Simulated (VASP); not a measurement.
# Se (Pm-3m) in VASP: a series of runs, part 2 of 2

VASP 6.6.1. Earlier steps stand in the parts before.

## 3. Single point, PBEsol

This run uses another cell than the first one, of 20.43 Å³/atom, 1.045 times its volume.

INCAR reads:

```
SYSTEM = Se
  PREC = Accurate
  ENCUT = 520
  EDIFF = 1E-7
  ISMEAR = -1
  SIGMA = 0.05
  LREAL = .False.
  LASPH = .True.
  NELM = 100
  ALGO = Normal
  ISIF = 2
  LWAVE = .False.
  LCHARG = .False.
  GGA = PS
  NBANDS = 9
```

KPOINTS reads:

```
regular mesh
0
Gamma
  8 8 8
  0 0 0
```

POSCAR reads:

```
Se
1.0
    2.7335221692      0.0000000000      0.0000000000
    0.0000000000      2.7335221692      0.0000000000
    0.0000000000      0.0000000000      2.7335221692
Se
1
Direct
    0.0000000000      0.0000000000      0.0000000000
```

Potentials or basis: VASP PAW PBE potentials, release 64 (Se).

Command:

```sh
$ cat potpaw_PBE.64/Se/POTCAR > POTCAR
$ mpirun -np 1 vasp_std > vasp.out
```

Wall time 9.4 s (1 thread of Intel Xeon 8259CL, shared host); peak memory 0.09 GiB.

It converged, with:

```yaml
Free_energy: -3.7333 eV
Pressure: 6.2 GPa
Band_gap_on_the_k_mesh: zero (band 3 reaches 9.11 eV, above the bottom of band 4 at 2.13 eV)
```

Levels at points of the mesh, in eV from the Fermi level:
| k point | band 1 | band 2 | band 3 | band 4 | band 5 | band 6 | band 7 |
| --- | --- | --- | --- | --- | --- | --- | --- |
| (0.00, 0.00, 0.00) | -17.08 | 1.47 | 1.47 | 1.47 | 7.47 | 7.47 | 8.15 |
| (0.50, 0.00, 0.00) | -14.62 | -8.01 | 3.17 | 3.17 | 9.87 | 12.18 | 12.66 |
| (0.50, 0.50, 0.00) | -12.14 | -5.78 | -5.78 | 2.09 | 4.72 | 14.02 | 16.10 |
| (0.50, 0.50, 0.50) | -9.55 | -3.81 | -3.81 | -3.81 | 5.29 | 5.29 | 5.29 |

Caveat: the PAW data sets were made with another functional, which shifts forces and pressure a little.

## 4. Single point, PBEsol

This run uses another cell than the first one, of 21.31 Å³/atom, 1.091 times its volume.

INCAR reads:

```
  ALGO = Normal
  EDIFF = 1E-7
  ENCUT = 520
  GGA = PS
  ISIF = 2
  ISMEAR = -1
  LASPH = T
  LCHARG = F
  LREAL = F
  LWAVE = F
  NBANDS = 9
  NELM = 60
  PREC = Accurate
  SIGMA = 0.05
```

KPOINTS reads:

```
k-points
0
Gamma
  8 8 8
```

POSCAR reads:

```
Se
1.0
    2.7725777625      0.0000000000      0.0000000000
    0.0000000000      2.7725777625      0.0000000000
    0.0000000000      0.0000000000      2.7725777625
Se
1
Direct
    0.0000000000      0.0000000000      0.0000000000
```

Command:

```sh
$ cat potpaw_PBE.64/Se/POTCAR > POTCAR
$ mpirun -np 1 vasp_std > vasp.out
```

Wall time 13 s (1 thread of Intel Xeon 8259CL, shared host); peak memory 0.11 GiB.

The run converged. Its results:

* Free energy: -3.7557 eV
* Pressure: 2.0 GPa
* Band gap on the k mesh: zero (band 3 reaches 8.37 eV, above the bottom of band 4 at 1.76 eV)

Levels at points of the mesh, in eV from the Fermi level:
```
           k point  band 1  band 2  band 3  band 4  band 5  band 6  band 7
(0.00, 0.00, 0.00)  -16.67    1.40    1.40    1.40    7.55    7.55    7.89
(0.50, 0.00, 0.00)  -14.38   -7.60    2.98    2.98    9.86   11.81   12.48
(0.50, 0.50, 0.00)  -12.08   -5.50   -5.50    2.36    4.41   13.69   15.90
(0.50, 0.50, 0.50)   -9.71   -3.63   -3.63   -3.63    5.46    5.46    5.46
```

Caveat: the PAW data sets were made with another functional, which shifts forces and pressure a little.

## 5. Single point, PBEsol

This run uses another cell than the first one, of 22.20 Å³/atom, 1.136 times its volume.

INCAR reads:

```
PREC = Accurate ; ENCUT = 520
EDIFF = 1E-6 ; ISMEAR = -1
SIGMA = 0.05 ; LREAL = F
LASPH = T ; NELM = 80
ALGO = Normal ; ISIF = 2
LWAVE = F ; LCHARG = F
GGA = PS ; NBANDS = 9
```

KPOINTS reads:

```
Automatic mesh
0
Gamma
  8 8 8
```

POSCAR reads:

```
Se
1.0
    2.8105630000      0.0000000000      0.0000000000
    0.0000000000      2.8105630000      0.0000000000
    0.0000000000      0.0000000000      2.8105630000
Se
1
Direct
    0.0000000000      0.0000000000      0.0000000000
```

Potentials or basis: VASP PAW PBE potentials, release 64 (Se).

Command:

```sh
$ cat potpaw_PBE.64/Se/POTCAR > POTCAR
$ mpirun -np 1 vasp_std > vasp.out
```

OUTCAR:

```text
PREC = Accurate
   ENCUT = 520
   EDIFF = 1E-6
   ISMEAR = -1
   LREAL = F
   LASPH = T
   NELM = 80
   ISIF = 2
   GGA = PS

 ion  position               nearest neighbor table
   1  0.000  0.000  0.000-

  LATTYP: Found a simple cubic cell.
 ALAT       =     2.8105630000

  Lattice vectors:

 A1 = (   2.8105630000,   0.0000000000,   0.0000000000)
 A2 = (   0.0000000000,   2.8105630000,   0.0000000000)
 A3 = (   0.0000000000,   0.0000000000,   2.8105630000)

Analysis of symmetry for initial positions (statically):
=====================================================================
 Subroutine PRICEL returns:
 Original cell was already a primitive cell.

 Routine SETGRP: Setting up the symmetry group for a
 simple cubic supercell.

 Subroutine GETGRP returns: Found 48 space group operations
 (whereof 48 operations were pure point group operations)
 out of a pool of 48 trial point group operations.

The static configuration has the point symmetry O_h .

Analysis of symmetry for dynamics (positions and initial velocities):
=====================================================================
 Subroutine PRICEL returns:
[... 161 lines left out ...]

 k-point     1 :       0.0000    0.0000    0.0000
  band No.  band energies     occupation
      1     -11.4096      2.00000
      2       6.2174      0.00000
      3       6.2174      0.00000
      4       6.2174      0.00000
      5      12.5003      0.00000
      6      12.5003      0.00000
      7      12.5439      0.00000
      8      27.1846      0.00000
      9      27.1846      0.00000
[... 265 lines left out ...]
 k-point    24 :       0.5000    0.3750    0.1250
  band No.  band energies     occupation
      1      -7.3707      2.00000
      2      -0.5449      2.00000
      3       0.8387      2.00000
      4       7.1803      0.00000
      5       8.7159      0.00000
      6      16.4904      0.00000
      7      17.7177      0.00000
      8      20.0198      0.00000
      9      23.5417      0.00000

 [... further k-points ...]

------------------------ aborting loop because EDIFF is reached ----------------------------------------

  FORCE on cell =-STRESS in cart. coord.  units (eV):
  Direction    XX          YY          ZZ          XY          YZ          ZX
  --------------------------------------------------------------------------------------
  -------------------------------------------------------------------------------------
  Total       -0.1998085     -0.1998085     -0.1998085     -0.0000000      0.0000000      0.0000000
  in kB      -14.4193132    -14.4193132    -14.4193132     -0.0000000      0.0000000      0.0000000
  external PRESSURE =     -14.4193132 kB  Pullay stress =       0.0000000 kB

 VOLUME and BASIS-vectors are now :
 -----------------------------------------------------------------------------
  energy-cutoff  :      520.00
  volume of cell :       22.20
      direct lattice vectors                 reciprocal lattice vectors
     2.810563000  0.000000000  0.000000000     0.355800599  0.000000000  0.000000000
     0.000000000  2.810563000  0.000000000     0.000000000  0.355800599  0.000000000
     0.000000000  0.000000000  2.810563000     0.000000000  0.000000000  0.355800599

 POSITION                                       TOTAL-FORCE (eV/Angst)
 -----------------------------------------------------------------------------------
      0.00000      0.00000      0.00000         0.000000      0.000000      0.000000
 -----------------------------------------------------------------------------------
    total drift:                                0.000000     -0.000000     -0.000000

  FREE ENERGIE OF THE ION-ELECTRON SYSTEM (eV)
  ---------------------------------------------------
  free  energy   TOTEN  =        -3.7568568852 eV

  energy  without entropy=       -3.7526116520  energy(sigma->0) =       -3.75473427
```

Run time: 12 s. Hardware: 1 thread of Intel Xeon 8259CL, shared host; peak memory 0.11 GiB.

Results:

```yaml
Free_energy: -3.7569 eV
Pressure: -1.4 GPa
Band_gap_on_the_k_mesh: zero (band 3 reaches 7.69 eV, above the bottom of band 4 at 1.41 eV)
```

Caveat: the PAW data sets were made with another functional, which shifts forces and pressure a little.

## 6. Single point, PBEsol

This run uses another cell than the first one, of 23.09 Å³/atom, 1.182 times its volume.

INCAR reads:

```
SYSTEM = Se
ALGO = Normal
EDIFF = 1E-6
ENCUT = 520
GGA = PS
ISIF = 2
ISMEAR = -1
LASPH = .True.
LCHARG = .False.
LREAL = .False.
LWAVE = .False.
NBANDS = 9
NELM = 80
PREC = Accurate
SIGMA = 0.05
```

KPOINTS reads:

```
k-points
0
Gamma
  8 8 8
  0 0 0
```

POSCAR reads:

```
Se
1.0
    2.8475483335      0.0000000000      0.0000000000
    0.0000000000      2.8475483335      0.0000000000
    0.0000000000      0.0000000000      2.8475483335
Se
1
Direct
    0.0000000000      0.0000000000      0.0000000000
```

Potentials or basis: VASP PAW PBE potentials, release 64 (Se).

Command:

```sh
$ cat potpaw_PBE.64/Se/POTCAR > POTCAR
$ mpirun -np 1 vasp_std > vasp.out
```

Wall time 12 s (1 thread of Intel Xeon 8259CL, shared host); peak memory 0.11 GiB.

The run converged. Its results:

| Item | Value |
| --- | --- |
| Free energy | -3.7410 eV |
| Pressure | -4.2 GPa |
| Band gap on the k mesh | zero (band 3 reaches 7.05 eV, above the bottom of band 4 at 1.10 eV) |

Levels at points of the mesh, in eV from the Fermi level:
```csv
k point,band 1,band 2,band 3,band 4,band 5,band 6,band 7,band 8
"(0.00, 0.00, 0.00)",-15.96,1.26,1.26,1.26,7.43,7.67,7.67,21.89
"(0.50, 0.00, 0.00)",-13.96,-6.89,2.63,2.63,9.82,11.18,12.14,13.35
"(0.50, 0.50, 0.00)",-11.99,-5.00,-5.00,2.83,3.86,13.12,15.53,15.53
"(0.50, 0.50, 0.50)",-9.99,-3.33,-3.33,-3.33,5.74,5.74,5.74,9.65
```

Caveat: the PAW data sets were made with another functional, which shifts forces and pressure a little.

## 7. Overview

| cell | gap on the mesh (eV) | pressure (GPa) |
| --- | --- | --- |
| a = 2.693 Å, 1 atom | none | 11.5 |
| a = 2.734 Å, 1 atom | none | 6.2 |
| a = 2.773 Å, 1 atom | none | 2.0 |
| a = 2.811 Å, 1 atom | none | -1.4 |
| a = 2.848 Å, 1 atom | none | -4.2 |

Alike in all rows: task single point; level PBEsol; potentials or basis VASP PAW PBE potentials, release 64 (Se); no spin polarisation; k mesh 8 × 8 × 8; cutoff (eV) 520; smearing fermi-dirac 0.05 eV.

Caveats: the PAW data sets were made with another functional, which shifts forces and pressure a little.

Absolute energies hang on the potentials; compare differences alone.
